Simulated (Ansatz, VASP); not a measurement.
# Cs2SnI6 in VASP and in Ansatz

```xyz
9
Lattice="0.0000 5.8138 5.8138 5.8138 0.0000 5.8138 5.8138 5.8138 0.0000" Properties=species:S:1:pos:R:3 pbc="T T T"
Cs    2.9069    2.9069    2.9069
Cs    8.7207    8.7207    8.7207
Sn    0.0000    0.0000    0.0000
I     2.8725    5.8138    5.8138
I     5.8138    2.8725    5.8138
I     8.7551    5.8138    5.8138
I     5.8138    8.7551    5.8138
I     5.8138    5.8138    2.8725
I     5.8138    5.8138    8.7551
```

Alike in both runs: task electric field gradients; functional PBEsol; k mesh 5 × 5 × 5; occupations fermi-dirac, width 0.05 eV; no spin polarisation.

|  | VASP | Ansatz |
| --- | --- | --- |
| version | VASP 6.6.1 | Ansatz 0.2.0 |
| potentials or method | VASP PAW PBE potentials, release 64 (Cs_sv, Sn_d, I), cutoff 400 eV | all-electron PAW with datasets made for the crystal, scalar-relativistic |

|  | VASP | Ansatz | Ansatz less VASP |
| --- | --- | --- | --- |
| pressure (GPa) | -0.2 | -0.2 | -0.01 |
| rms of the force components (eV/Å) | 0.006 | 0.003 | -0.0023 |
| size of Vzz on the site where it differs most (V/Å²) | 549.3 | 569.5 | +20.21 |

VASP's potentials were made for PBE, not for PBEsol. Atom by atom the forces differ by 0.002 eV/Å (rms over components). Ansatz ran all-electron here, and VASP with PAW potentials.

Spin-orbit coupling is off throughout.
